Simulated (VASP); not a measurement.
A run of VASP 6.6.1 is set up as follows.

File INCAR:

```
ALGO     = Normal         # electronic algorithm
EDIFF    = 1E-6           # SCF threshold, eV
ENCUT    = 520            # plane-wave cutoff, eV
GGA      = PE             # functional
ISIF     = 2              # what is computed and relaxed
ISMEAR   = 0              # smearing method
LASPH    = True           # aspherical terms in the spheres
LCHARG   = True           # write CHGCAR
LELF     = True           # ELF
LREAL    = False          # projectors in reciprocal space
LVHAR    = True         
LWAVE    = False          # write WAVECAR
NBANDS   = 38             # bands
NELM     = 60             # most SCF steps
PREC     = Accurate       # precision mode
SIGMA    = 0.05           # smearing width, eV
```

The input KPOINTS:

```
k-points
0
Gamma
  8 10 6
```

The input POSCAR:

```
SiNi
1.0
    5.1512635175      0.0000000000      0.0000000000
    0.0000000000      3.3777567876      0.0000000000
    0.0000000000      0.0000000000      5.6187264731
Si Ni
4 4
Direct
    0.3213548306      0.7500000000      0.0841685872
    0.1786451694      0.2500000000      0.5841685872
    0.8213548306      0.7500000000      0.4158314128
    0.6786451694      0.2500000000      0.9158314128
    0.0083050210      0.2500000000      0.1884531108
    0.4916949790      0.7500000000      0.6884531108
    0.5083050210      0.2500000000      0.3115468892
    0.9916949790      0.7500000000      0.8115468892
```

Potentials or basis: VASP PAW PBE potentials, release 64 (Si, Ni).

The run is started by

```bash
$ cat potpaw_PBE.64/Si/POTCAR potpaw_PBE.64/Ni/POTCAR > POTCAR
$ mpirun -np 1 vasp_std > vasp.out
```

(1) What does it give for the pressure?

(2) Estimate the largest force.

## Answers

(1) 0.0 GPa.

(2) 0.011 eV/Å.
